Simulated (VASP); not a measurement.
# BiTe (R-3m) in VASP: a series of runs, part 2 of 2

VASP 6.6.1.

### 3 Single point, r2SCAN

This run uses another cell than the first one, of 35.07 Å³/atom, 1.020 times its volume.

Input file POSCAR:

```
BiTe
1.0
    2.4545891627      1.4171577139      3.3609455389
   -2.4545891627      1.4171577139      3.3609455389
    0.0000000000     -2.8343154277      3.3609455389
Bi Te
1 1
Direct
    0.5000000000      0.5000000000      0.5000000000
    0.0000000000      0.0000000000      0.0000000000
```

Input file INCAR.step1:

```
PREC     = Accurate       # precision mode
ENCUT    = 520            # plane-wave cutoff, eV
ISMEAR   = -1             # smearing method
SIGMA    = 0.05           # smearing width, eV
LREAL    = False          # projectors in reciprocal space
LASPH    = True           # aspherical terms in the spheres
NELM     = 80             # most SCF steps
NBANDS   = 18             # bands
GGA      = PE             # functional
ALGO     = Normal         # electronic algorithm
EDIFF    = 1E-4           # SCF threshold, eV
LWAVE    = True           # write WAVECAR
LCHARG   = False          # write CHGCAR
```

Input file INCAR.step2:

```
PREC     = Accurate       # precision mode
ENCUT    = 520            # plane-wave cutoff, eV
EDIFF    = 1E-7           # SCF threshold, eV
ISMEAR   = -1             # smearing method
SIGMA    = 0.05           # smearing width, eV
LREAL    = False          # projectors in reciprocal space
LASPH    = True           # aspherical terms in the spheres
NELM     = 80             # most SCF steps
ALGO     = Normal         # electronic algorithm
ISIF     = 2              # what is computed and relaxed
LWAVE    = False          # write WAVECAR
LCHARG   = True           # write CHGCAR
METAGGA  = R2SCAN         # meta-GGA
LMIXTAU  = True         
LELF     = True           # ELF
LVHAR    = True         
NBANDS   = 18             # bands
ISTART   = 1
```

Input file KPOINTS:

```
regular mesh
0
Gamma
  7 7 7
```

Potentials or basis: VASP PAW PBE potentials, release 64 (Bi_d, Te).

Started as:

```
$ cat potpaw_PBE.64/Bi_d/POTCAR potpaw_PBE.64/Te/POTCAR > POTCAR
$ cp INCAR.step1 INCAR
$ mpirun -np 1 vasp_std > vasp.out
$ cp INCAR.step2 INCAR
$ mpirun -np 1 vasp_std > vasp.out
```

Run time: 2.2 min. Hardware: 1 thread of Intel Xeon Platinum 8488C (Sapphire Rapids), shared host; peak memory 0.24 GiB.

The run converged. Its results:

| Item | Value |
| --- | --- |
| Free energy | -83.9995 eV |
| Pressure | -2.4 GPa |

Stress tensor (GPa, compression positive):
```
-2.61  0.00  0.00
 0.00 -2.61  0.00
 0.00  0.00 -1.95
```

Levels at points of the mesh, in eV from the Fermi level:
```tsv
k point	band 7	band 8	band 9	band 10	band 11	band 12	band 13	band 14
(0.00, 0.00, 0.00)	-8.62	-3.05	-3.05	-1.77	1.80	2.53	2.53	4.49
```

Caveat: the PAW data sets were made with another functional, which shifts forces and pressure a little; spin-orbit coupling is left out, which moves the levels of the heavy elements.

### 4 Single point, r2SCAN

This run uses another cell than the first one, of 35.75 Å³/atom, 1.039 times its volume.

Input file POSCAR:

```
BiTe
1.0
    2.4702239101      1.4261844395      3.3823534125
   -2.4702239101      1.4261844395      3.3823534125
    0.0000000000     -2.8523688790      3.3823534125
Bi Te
1 1
Direct
    0.5000000000      0.5000000000      0.5000000000
    0.0000000000      0.0000000000      0.0000000000
```

Input file INCAR.step1:

```
PREC = Accurate ; ENCUT = 520
ISMEAR = -1 ; SIGMA = 0.05
LREAL = F ; LASPH = T
NELM = 60 ; NBANDS = 18
GGA = PE ; ALGO = Normal
EDIFF = 1E-4 ; LWAVE = T
LCHARG = F
```

Input file INCAR.step2:

```
PREC = Accurate ; ENCUT = 520
EDIFF = 1E-6 ; ISMEAR = -1
SIGMA = 0.05 ; LREAL = F
LASPH = T ; NELM = 60
ALGO = Normal ; ISIF = 2
LWAVE = F ; LCHARG = T
METAGGA = R2SCAN ; LMIXTAU = T
LELF = T ; LVHAR = T
NBANDS = 18 ; ISTART = 1
```

Input file KPOINTS:

```
Automatic mesh
0
Gamma
  7 7 7
```

Potentials or basis: VASP PAW PBE potentials, release 64 (Bi_d, Te).

Started as:

```
$ cat potpaw_PBE.64/Bi_d/POTCAR potpaw_PBE.64/Te/POTCAR > POTCAR
$ cp INCAR.step1 INCAR
$ mpirun -np 1 vasp_std > vasp.out
$ cp INCAR.step2 INCAR
$ mpirun -np 1 vasp_std > vasp.out
```

OUTCAR:

```text
PREC = Accurate
   ENCUT = 520
   EDIFF = 1E-6
   ISMEAR = -1
   LREAL = F
   LASPH = T
   NELM = 60
   ISIF = 2
   METAGGA = R2SCAN
   ISTART = 1

 ion  position               nearest neighbor table
   1  0.500  0.500  0.500-   2 3.32   2 3.32   2 3.32   2 3.32   2 3.32   2 3.32
   2  0.000  0.000  0.000-   1 3.32   1 3.32   1 3.32   1 3.32   1 3.32   1 3.32

  LATTYP: Found a trigonal (rhomboedric) cell.
 ALAT       =     4.4245138522
 COS(alpha) =     0.3765932224

  Lattice vectors:

 A1 = (   2.4702239101,   1.4261844395,   3.3823534125)
[... 191 lines left out ...]
      6      -7.7825      2.00000
[... 481 lines left out ...]
      5     -18.0251      2.00000
      6      -6.6048      2.00000
[... 10 lines left out ...]
     17      15.4112      0.00000
     18      16.4571      0.00000

 [... further k-points ...]
[... 5 lines left out ...]
  --------------------------------------------------------------------------------------
  -------------------------------------------------------------------------------------
  Total       -1.5261716     -1.5261716     -1.1402624      0.0000000     -0.0000000      0.0000000
  in kB      -34.2004403    -34.2004403    -25.5524844      0.0000000     -0.0000000      0.0000000
  external PRESSURE =     -31.3177884 kB  Pullay stress =       0.0000000 kB

 VOLUME and BASIS-vectors are now :
 -----------------------------------------------------------------------------
  energy-cutoff  :      520.00
  volume of cell :       71.50
      direct lattice vectors                 reciprocal lattice vectors
     2.470223910  1.426184440  3.382353413     0.202410801  0.116861930  0.098550711
    -2.470223910  1.426184440  3.382353413    -0.202410801  0.116861930  0.098550711
     0.000000000 -2.852368879  3.382353413     0.000000000 -0.233723861  0.098550711

 POSITION                                       TOTAL-FORCE (eV/Angst)
 -----------------------------------------------------------------------------------
      0.00000      0.00000      5.07353         0.000000     -0.000000      0.000000
      0.00000      0.00000      0.00000        -0.000000      0.000000     -0.000000
 -----------------------------------------------------------------------------------
    total drift:                               -0.000000     -0.000000      0.000000

  FREE ENERGIE OF THE ION-ELECTRON SYSTEM (eV)
  ---------------------------------------------------
  free  energy   TOTEN  =       -83.9766007702 eV

  energy  without entropy=      -83.9642729058  energy(sigma->0) =      -83.97043684
```

OUTCAR.step1:

```text
PREC = Accurate
   ENCUT = 520
   ISMEAR = -1
   LREAL = F
   LASPH = T
   NELM = 60
[... 724 lines left out ...]
 -----------------------------------------------------------------------------------
      0.00000      0.00000      5.07353        -0.000000     -0.000000     -0.000000
      0.00000      0.00000      0.00000         0.000000      0.000000      0.000000
 -----------------------------------------------------------------------------------
    total drift:                               -0.000000     -0.000000      0.000000

  FREE ENERGIE OF THE ION-ELECTRON SYSTEM (eV)
  ---------------------------------------------------
  free  energy   TOTEN  =        -7.1452410968 eV

  energy  without entropy=       -7.1334965190  energy(sigma->0) =       -7.13936881
```

OSZICAR.step1:

```text
N       E                     dE             d eps       ncg     rms          rms(c)
DAV:   1     0.157139817177E+03    0.15714E+03   -0.98563E+03  1584   0.111E+03
DAV:   2     0.467923477014E+01   -0.15246E+03   -0.14846E+03  1698   0.299E+02
DAV:   3    -0.687220231158E+01   -0.11551E+02   -0.11457E+02  1932   0.872E+01
DAV:   4    -0.718960247905E+01   -0.31740E+00   -0.31718E+00  1986   0.158E+01
DAV:   5    -0.720189541717E+01   -0.12293E-01   -0.12292E-01  2072   0.288E+00    0.543E+00
DAV:   6    -0.714085363505E+01    0.61042E-01   -0.20876E-01  2294   0.251E+00    0.336E+00
DAV:   7    -0.714471147672E+01   -0.38578E-02   -0.36678E-02  1810   0.919E-01    0.880E-01
DAV:   8    -0.714508407480E+01   -0.37260E-03   -0.44287E-03  1852   0.448E-01    0.174E-01
DAV:   9    -0.714523951723E+01   -0.15544E-03   -0.63028E-04  1928   0.151E-01    0.609E-02
DAV:  10    -0.714524109681E+01   -0.15796E-05   -0.30438E-05   922   0.342E-02
   1 F= -.71452411E+01 E0= -.71393688E+01  d E =-.117446E-01
```

It took 2.2 min on 1 thread of Intel Xeon Platinum 8488C (Sapphire Rapids), shared host; peak memory 0.25 GiB.

Results:

```
Free energy : -83.9766 eV
Pressure    : -3.1 GPa
```

Levels at points of the mesh, in eV from the Fermi level:
| k point | band 7 | band 8 | band 9 | band 10 | band 11 | band 12 | band 13 | band 14 |
| --- | --- | --- | --- | --- | --- | --- | --- | --- |
| (0.00, 0.00, 0.00) | -8.68 | -2.99 | -2.99 | -1.73 | 1.76 | 2.48 | 2.48 | 4.53 |

Caveat: the PAW data sets were made with another functional, which shifts forces and pressure a little; spin-orbit coupling is left out, which moves the levels of the heavy elements.

### 5 Single point, LDA

This run uses another cell than the first one, of 31.30 Å³/atom, 0.910 times its volume.

Input file INCAR:

```
ALGO     = Normal         # electronic algorithm
EDIFF    = 1E-7           # SCF threshold, eV
ENCUT    = 520            # plane-wave cutoff, eV
GGA      = CA             # functional
ISIF     = 2              # what is computed and relaxed
ISMEAR   = -1             # smearing method
LASPH    = True           # aspherical terms in the spheres
LCHARG   = False          # write CHGCAR
LREAL    = False          # projectors in reciprocal space
LWAVE    = False          # write WAVECAR
NBANDS   = 18             # bands
NELM     = 80             # most SCF steps
PREC     = Accurate       # precision mode
SIGMA    = 0.05           # smearing width, eV
```

Input file KPOINTS:

```
k-points
0
Gamma
  7 7 7
```

Input file POSCAR:

```
BiTe
1.0
    2.3852945843      1.3771504704      3.1765877677
   -2.3852945843      1.3771504704      3.1765877677
    0.0000000000     -2.7543009407      3.1765877677
Bi Te
1 1
Direct
    0.5000000000      0.5000000000      0.5000000000
    0.0000000000      0.0000000000      0.0000000000
```

Potentials or basis: VASP PAW LDA potentials, release 64 (Bi_d, Te).

Started as:

```
$ cat potpaw_LDA.64/Bi_d/POTCAR potpaw_LDA.64/Te/POTCAR > POTCAR
$ mpirun -np 1 vasp_std > vasp.out
```

Wall time 12 s (1 thread of Intel Xeon 6975P-C (Granite Rapids), shared host); peak memory 0.18 GiB.

Results (log left out):

```
Free energy : -8.5293 eV
Pressure    : 0.1 GPa
```

Stress tensor (GPa, compression positive):
```
0.13 0.00 0.00
0.00 0.13 0.00
0.00 0.00 0.02
```

Levels at points of the mesh, in eV from the Fermi level:
```
           k point  band 7  band 8  band 9  band 10  band 11  band 12  band 13  band 14
(0.00, 0.00, 0.00)   -8.08   -3.14   -3.14    -1.57     2.02     2.76     2.76     3.88
```

Caveat: spin-orbit coupling is left out, which moves the levels of the heavy elements.

### 6 The runs side by side

```csv
level,potentials or basis,cell,gap on the mesh (eV),pressure (GPa)
r2SCAN,"VASP PAW PBE potentials, release 64 (Bi_d, Te)","a = 4.368 Å, angles 67.9°, 2 atoms",none,-1.6
r2SCAN,"VASP PAW PBE potentials, release 64 (Bi_d, Te)","a = 4.397 Å, angles 67.9°, 2 atoms",none,-2.4
r2SCAN,"VASP PAW PBE potentials, release 64 (Bi_d, Te)","a = 4.425 Å, angles 67.9°, 2 atoms",none,-3.1
LDA,"VASP PAW LDA potentials, release 64 (Bi_d, Te)","a = 4.204 Å, angles 69.1°, 2 atoms",none,0.1
```

Alike in all rows: task single point; no spin polarisation; k mesh 7 × 7 × 7; cutoff (eV) 520; smearing fermi-dirac 0.05 eV.

Caveats: spin-orbit coupling is left out, which moves the levels of the heavy elements; the PAW data sets were made with another functional, which shifts forces and pressure a little (some runs).

Total energies depend on the potentials used, so only differences within one code and one set of settings carry meaning.
